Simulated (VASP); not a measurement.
# SnO2 (Pnnm) in VASP: notebook

The runs below take SnO2 through single point, with PBEsol.

Program: VASP 6.6.1. These are calculated values, not measurements. Logs are shortened: lines on timing, memory, paths and dates and some standing lists are left out, and cuts for length are marked.

### 1 The cell of the first run

The typed cell holds 6 atoms: a = 4.673 Å, b = 4.675 Å, c = 3.251 Å, α = 90.00°, β = 90.00°, γ = 90.00°.

### 2 Single point, PBEsol (biaxial strain in the a-b plane: -2.0 %)

INCAR

```
SYSTEM = SnO2
PREC = Accurate
ENCUT = 520
EDIFF = 1E-7
ISMEAR = 0
SIGMA = 0.02
LREAL = .False.
LASPH = .True.
NELM = 100
ALGO = Normal
ISIF = 2
LWAVE = .False.
LCHARG = .False.
GGA = PS
NBANDS = 35
```

KPOINTS

```
regular mesh
0
Gamma
  6 6 8
  0 0 0
```

POSCAR

```
SnO2
1.0
    4.6732844909      0.0000000000      0.0000000000
    0.0000000000      4.6746644894      0.0000000000
    0.0000000000      0.0000000000      3.2505228910
Sn O
2 4
Direct
    0.5000000000      0.5000000000      0.5000000000
    0.0000000000      0.0000000000      0.0000000000
    0.3062100025      0.3063470845      0.0000000000
    0.8062100025      0.1936529155      0.5000000000
    0.1937899975      0.8063470845      0.5000000000
    0.6937899975      0.6936529155      0.0000000000
```

Potentials or basis: VASP PAW PBE potentials, release 64 (Sn_d, O).

On the command line:

```bash
$ cat potpaw_PBE.64/Sn_d/POTCAR potpaw_PBE.64/O/POTCAR > POTCAR
$ mpirun -np 1 vasp_std > vasp.out
```

OUTCAR:

```text
SYSTEM = SnO2
   PREC = Accurate
   ENCUT = 520
   EDIFF = 1E-7
   ISMEAR = 0
   LREAL = .False.
   LASPH = .True.
   NELM = 100
   ISIF = 2
   GGA = PS

 ion  position               nearest neighbor table
   1  0.500  0.500  0.500-   4 2.02   5 2.02   3 2.07   6 2.07   3 2.07   6 2.07   2 3.68   2 3.68
                             2 3.68   2 3.68   2 3.68   2 3.68   2 3.68   2 3.68
   2  0.000  0.000  0.000-   3 2.02   6 2.02   5 2.07   4 2.07   4 2.07   5 2.07   1 3.68   1 3.68
                             1 3.68   1 3.68   1 3.68   1 3.68   1 3.68   1 3.68
   3  0.306  0.306  0.000-   2 2.02   1 2.07   1 2.07
   4  0.806  0.194  0.500-   1 2.02   2 2.07   2 2.07
   5  0.194  0.806  0.500-   1 2.02   2 2.07   2 2.07
   6  0.694  0.694  0.000-   2 2.02   1 2.07   1 2.07

  LATTYP: Found a simple orthorhombic cell.
 ALAT       =     3.2505228910
 B/A-ratio  =     1.4377023782
 C/A-ratio  =     1.4381269249

  Lattice vectors:

 A1 = (   0.0000000000,   0.0000000000,   3.2505228910)
 A2 = (   4.6732844909,   0.0000000000,   0.0000000000)
 A3 = (   0.0000000000,   4.6746644894,   0.0000000000)

Analysis of symmetry for initial positions (statically):
=====================================================================
 Subroutine PRICEL returns:
 Original cell was already a primitive cell.

 Routine SETGRP: Setting up the symmetry group for a
 simple orthorhombic supercell.

 Subroutine GETGRP returns: Found  8 space group operations
 (whereof  4 operations were pure point group operations)
 out of a pool of  8 trial point group operations.

The static configuration has the point symmetry C_2h.
 The point group associated with its full space group is D_2h.

Analysis of symmetry for dynamics (positions and initial velocities):
=====================================================================
 Subroutine PRICEL returns:
 Original cell was already a primitive cell.

 Routine SETGRP: Setting up the symmetry group for a
 simple orthorhombic supercell.

 Subroutine GETGRP returns: Found  8 space group operations
 (whereof  4 operations were pure point group operations)
 out of a pool of  8 trial point group operations.

The dynamic configuration has the point symmetry C_2h.
 The point group associated with its full space group is D_2h.

 Subroutine INISYM returns: Found  8 space group operations
 (whereof  4 operations are pure point group operations),
 and found     1 'primitive' translations

----------------------------------------------------------------------------------------

                                     Primitive cell

  volume of cell :      71.0110

  direct lattice vectors                    reciprocal lattice vectors
     4.673284491  0.000000000  0.000000000     0.213982265  0.000000000  0.000000000
     0.000000000  4.674664489  0.000000000     0.000000000  0.213919096  0.000000000
     0.000000000  0.000000000  3.250522891     0.000000000  0.000000000  0.307642811

  length of vectors
     4.673284491  4.674664489  3.250522891     0.213982265  0.213919096  0.307642811

  position of ions in fractional coordinates (direct lattice)
     0.500000000  0.500000000  0.500000000
     0.000000000  0.000000000  0.000000000
     0.306210003  0.306347084  0.000000000
     0.806210003  0.193652916  0.500000000
     0.193789997  0.806347084  0.500000000
     0.693789997  0.693652916  0.000000000

  ion indices of the primitive-cell ions
   primitive index   ion index
                 1           1
                 2           2
                 3           3
                 4           4
                 5           5
                 6           6

----------------------------------------------------------------------------------------

 KPOINTS: regular mesh

Automatic generation of k-mesh.
 Grid dimensions read from file:
 generate k-points for:    6    6    8

 Generating k-lattice:

  Cartesian coordinates                     Fractional coordinates (reciprocal lattice)
     0.035663711  0.000000000  0.000000000     0.166666667  0.000000000  0.000000000
     0.000000000  0.035653183  0.000000000     0.000000000  0.166666667  0.000000000
     0.000000000  0.000000000  0.038455351     0.000000000  0.000000000  0.125000000

  Length of vectors
     0.035663711  0.035653183  0.038455351

  Shift w.r.t. Gamma in fractional coordinates (k-lattice)
     0.000000000  0.000000000  0.000000000

 Subroutine IBZKPT returns following result:
 ===========================================

 Found     80 irreducible k-points:

 Following reciprocal coordinates:
            Coordinates               Weight
  0.000000  0.000000  0.000000      1.000000
  0.166667  0.000000  0.000000      2.000000
  0.333333  0.000000  0.000000      2.000000
  0.500000  0.000000  0.000000      1.000000
  0.000000  0.166667  0.000000      2.000000
  0.166667  0.166667  0.000000      4.000000
[... 16 lines left out ...]
  0.333333  0.166667  0.125000      8.000000
  0.500000  0.166667  0.125000      4.000000
 [... further k-points ...]
   k-points           NKPTS =     80   k-points in BZ     NKDIM =     80   number of bands    NBANDS=     35
   number of dos      NEDOS =    301   number of ions     NIONS =      6
   total plane-waves  NPLWV =  31104
   dimension x,y,z NGX =    36 NGY =   36 NGZ =   24
   dimension x,y,z NGXF=    72 NGYF=   72 NGZF=   48
   ions per type =               2   4
   NGX,Y,Z   is equivalent  to a cutoff of  12.81, 12.80, 12.27 a.u.
   NGXF,Y,Z  is equivalent  to a cutoff of  25.61, 25.61, 24.55 a.u.
 SYSTEM =  SnO2
   PREC   = accura    normal or accurate (medium, high low for compatibility)
   ISTART =      0    job   : 0-new  1-cont  2-samecut
   ICHARG =      2    charge: 1-file 2-atom 10-const
   ISPIN  =      1    spin polarized calculation?
   LNONCOLLINEAR =      F non collinear calculations
   LSORBIT =      F    spin-orbit coupling
   LASPH  =      T    aspherical Exc in radial PAW
   ENCUT  =  520.0 eV  38.22 Ry    6.18 a.u.   8.69  8.69  6.04*2*pi/ulx,y,z
   NELM   =    100;   NELMIN=  2; NELMDL= -5     # of ELM steps
   EDIFF  = 0.1E-06   stopping-criterion for ELM
   LREAL  =      F    real-space projection
   EDIFFG = 0.1E-05   stopping-criterion for IOM
   NSW    =      0    number of steps for IOM
   IBRION =     -1    ionic relax: 0-MD 1-quasi-New 2-CG
   NFREE  =      0    steps in history (QN), initial steepest desc. (CG)
   ISIF   =      2    stress and relaxation
   ISYM   =      2    0-nonsym 1-usesym 2-fastsym
   POTIM  = 0.5000    time-step for ionic-motion
   TEBEG  =    0.0;   TEEND  =   0.0 temperature during run
   PSTRESS=    0.0 pullay stress
   NELECT =      52.0000    total number of electrons
   NUPDOWN=      -1.0000    fix difference up-down
   EMIN   =  10.00;   EMAX   =-10.00  energy-range for DOS
   EFERMI =   0.00;   METHOD = LEGACY
   ISMEAR =     0;   SIGMA  =   0.02  broadening in eV -4-tet -1-fermi 0-gaus
   EFERMI_NEDOS =   21; number of points for ismear=-14 and -15
   IALGO  =     38    algorithm
   IMIX   =      4    mixing-type and parameters
     AMIX     =   0.40;   BMIX     =  1.00
     AMIX_MAG =   1.60;   BMIX_MAG =  1.00
  volume/ion in A,a.u.               =      11.84        79.87
  Fermi-wavevector in a.u.,A,eV,Ry     =   1.475595  2.788471 29.625081  2.177382
  Thomas-Fermi vector in A             =   2.590225
   LORBIT       =      0    0 simple, 1 ext, 2 COOP (PROOUT), +10 PAW based schemes
   GGA     = PS    functional components
   LHFCALC =     F    Hartree Fock is set to
   AEXX    =    0.0000 exact exchange contribution
   IVDW    =     0    specifies the selected vdW correction
   LEPSILON=     F    determine dielectric tensor
   LRPA    =     F    only Hartree local field effects (RPA)
 non-spin polarized calculation
 Gauss-broadening in eV      SIGMA  =   0.02
  energy-cutoff  :      520.00
  volume of cell :       71.01
 maximum number of plane-waves:      1952
 NGX is ok and might be reduce to    36
   NGX = 17   NGY = 17   NGZ = 13

 number of electron      51.9999997 magnetization

 Free energy of the ion-electron system (eV)
  ---------------------------------------------------
  ext. energy  EPLUGINS =         0.00000000
  ---------------------------------------------------
  free energy    TOTEN  =       -39.60496593 eV

  energy without entropy =      -39.60496593  energy(sigma->0) =      -39.60496593

 E-fermi :   6.2359     XC(G=0): -11.5922

 val. band max:        6.1102447103   @ k =   0.0000   0.0000   0.0000
 cond. band min:       7.2535774388   @ k =   0.0000   0.0000   0.0000
 fundamental gap:      1.1433327285
 Fermi energy:         6.2358678833

 k-point     1 :       0.0000    0.0000    0.0000
  band No.  band energies     occupation
      1     -14.9186      2.00000
      2     -14.0476      2.00000
      3     -13.8339      2.00000
      4     -13.8091      2.00000
      5     -13.8091      2.00000
      6     -13.8075      2.00000
[... 27 lines left out ...]
     34      18.4522      0.00000
     35      18.7119      0.00000

 k-point     2 :       0.1667    0.0000    0.0000
  band No.  band energies     occupation
      1     -14.8726      2.00000
      2     -14.0991      2.00000
      3     -13.8414      2.00000
      4     -13.8353      2.00000
      5     -13.8068      2.00000
      6     -13.8067      2.00000
[... 27 lines left out ...]
     34      18.4602      0.00000
     35      18.6569      0.00000

 k-point     3 :       0.3333    0.0000    0.0000
  band No.  band energies     occupation
      1     -14.7385      2.00000
      2     -14.2872      2.00000
      3     -13.8587      2.00000
      4     -13.8402      2.00000
      5     -13.8021      2.00000
      6     -13.8018      2.00000
[... 27 lines left out ...]
     34      18.4754      0.00000
     35      18.5971      0.00000

 k-point     4 :       0.5000    0.0000    0.0000
  band No.  band energies     occupation
      1     -14.5307      2.00000
      2     -14.5307      2.00000
      3     -13.8495      2.00000
      4     -13.8495      2.00000
      5     -13.7995      2.00000
      6     -13.7995      2.00000
[... 27 lines left out ...]
     34      18.3762      0.00000
     35      18.5513      0.00000

 k-point     5 :       0.0000    0.1667    0.0000
  band No.  band energies     occupation
      1     -14.8726      2.00000
      2     -14.0991      2.00000
      3     -13.8414      2.00000
      4     -13.8353      2.00000
      5     -13.8068      2.00000
      6     -13.8067      2.00000
[... 638 lines left out ...]
 k-point    22 :       0.1667    0.1667    0.1250
  band No.  band energies     occupation
      1     -14.7775      2.00000
      2     -14.1639      2.00000
      3     -13.9501      2.00000
      4     -13.9389      2.00000
      5     -13.8030      2.00000
      6     -13.7635      2.00000
[... 27 lines left out ...]
     34      18.3691      0.00000
     35      18.5488      0.00000

 k-point    23 :       0.3333    0.1667    0.1250
  band No.  band energies     occupation
      1     -14.6818      2.00000
      2     -14.3394      2.00000
      3     -13.9509      2.00000
      4     -13.9441      2.00000
      5     -13.7910      2.00000
      6     -13.7579      2.00000
[... 27 lines left out ...]
     34      18.3451      0.00000
     35      18.5267      0.00000

 k-point    24 :       0.5000    0.1667    0.1250
  band No.  band energies     occupation
      1     -14.5284      2.00000
      2     -14.5284      2.00000
      3     -13.9490      2.00000
      4     -13.9490      2.00000
      5     -13.7723      2.00000
      6     -13.7723      2.00000
[... 27 lines left out ...]
     34      18.3407      0.00000
     35      18.5654      0.00000

 [... further k-points ...]
[... 5 lines left out ...]
  --------------------------------------------------------------------------------------
  -------------------------------------------------------------------------------------
  Total        3.2486506      3.2417499      0.9420171      0.0000000      0.0000000      0.0000000
  in kB       73.2972512     73.1415565     21.2541373      0.0000000      0.0000000      0.0000000
  external PRESSURE =      55.8976483 kB  Pullay stress =       0.0000000 kB

 VOLUME and BASIS-vectors are now :
 -----------------------------------------------------------------------------
  energy-cutoff  :      520.00
  volume of cell :       71.01
      direct lattice vectors                 reciprocal lattice vectors
     4.673284491  0.000000000  0.000000000     0.213982265  0.000000000  0.000000000
     0.000000000  4.674664489  0.000000000     0.000000000  0.213919096  0.000000000
     0.000000000  0.000000000  3.250522891     0.000000000  0.000000000  0.307642811

 POSITION                                       TOTAL-FORCE (eV/Angst)
 -----------------------------------------------------------------------------------
      2.33664      2.33733      1.62526        -0.000000      0.000000      0.000000
      0.00000      0.00000      0.00000        -0.000000      0.000000      0.000000
      1.43101      1.43207      0.00000         0.027815      0.027843      0.000000
      3.76765      0.90526      1.62526         0.027815     -0.027843      0.000000
      0.90564      3.76940      1.62526        -0.027815      0.027843      0.000000
      3.24228      3.24259      0.00000        -0.027815     -0.027843     -0.000000
 -----------------------------------------------------------------------------------
    total drift:                                0.000000      0.000000      0.000000

  FREE ENERGIE OF THE ION-ELECTRON SYSTEM (eV)
  ---------------------------------------------------
  free  energy   TOTEN  =       -39.6049659267 eV

  energy  without entropy=      -39.6049659267  energy(sigma->0) =      -39.60496593
```

Wall time 86 s (1 thread of Intel Xeon Platinum 8488C (Sapphire Rapids), shared host); peak memory 0.27 GiB.

What came out:

```
Free energy            : -39.6050 eV
Pressure               : 5.6 GPa
Largest force          : 0.039 eV/Å
Band gap on the k mesh : 1.14 eV
```

Forces on the atoms (eV/Å):
```
Sn   0.000  0.000  0.000
Sn   0.000  0.000  0.000
O    0.028  0.028  0.000
O    0.028 -0.028  0.000
O   -0.028  0.028  0.000
O   -0.028 -0.028  0.000
```

Stress tensor (GPa, compression positive):
```
7.33 0.00 0.00
0.00 7.31 0.00
0.00 0.00 2.13
```

Caveat: the cell differs from its parent crystal (biaxial strain in the a-b plane: -2.0 %); the cell stands under pressure; the PAW data sets were made with another functional, which shifts forces and pressure a little; spin-orbit coupling is left out, which moves the levels of the heavy elements.

[end of part 1 of 3]
